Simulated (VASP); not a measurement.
Runs of VASP 6.6.1 on MoC3. The structure is that of space group Pm-3m (No. 221), or close to it. The cells are those of the table. 

```csv
task,cell,k mesh,cutoff (eV),gap on the mesh (eV),pressure (GPa),relaxed volume (Å³/atom)
single point,"a = 3.235 Å, 4 atoms",6 × 6 × 6,520,none,(b),-
single point,"a = 3.238 Å, 4 atoms",14 × 14 × 14,520,none,0.3,-
relaxation of cell and atoms,"relaxed from a = 3.235 Å, 4 atoms",14 × 14 × 14,600,none,0.0,8.49
relaxation of cell and atoms,"relaxed from a = 3.320 Å, 4 atoms",6 × 6 × 6,600,none,-0.2,(a)
single point,"a = 3.320 Å, 4 atoms",6 × 6 × 6,520,none,-16.9,-
```

Alike in all rows: level PBE; potentials or basis VASP PAW PBE potentials, release 64 (Mo_sv, C); no spin polarisation; smearing gaussian 0.1 eV.

Question: Estimate the missing entries.

Answer: (a) 8.47; (b) 0.1.

A k mesh can miss the band edges, and the runs leave out spin-orbit coupling on Mo.

A gap of «none» marks levels without a gap at the run's occupations.
